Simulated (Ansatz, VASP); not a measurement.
## Si2Mo in VASP and in Ansatz

```
Mo Si
1.0
    -1.60832    1.60832    3.93639
     1.60832   -1.60832    3.93639
     1.60832    1.60832   -3.93639
Mo Si
1 2
Direct
  0.00000 0.00000 0.00000
  0.33510 0.33510 0.00000
  0.66490 0.66490 0.00000
```

Alike in both runs: functional PBE; k mesh 15 × 15 × 15; occupations fermi-dirac, width 0.05 eV; no spin polarisation.

Ansatz relaxed the structure, and its values are those at the end. VASP's run is a single point on that final structure, the one shown.

```csv
,VASP,Ansatz
version,VASP 6.6.1,Ansatz 0.2.0
potentials or method,"VASP PAW PBE potentials, release 64 (Mo_sv, Si)","PAW with Ansatz's default frozen-core files, scalar-relativistic"
plane-wave cutoff (eV),520,420
valence electrons in the cell,22,22
```

|  | VASP | Ansatz | Ansatz less VASP |
| --- | --- | --- | --- |
| pressure (GPa) | 0.2 | 0.0 | -0.15 |

With one functional, cell and mesh, what is left measures potentials, basis and numerics.
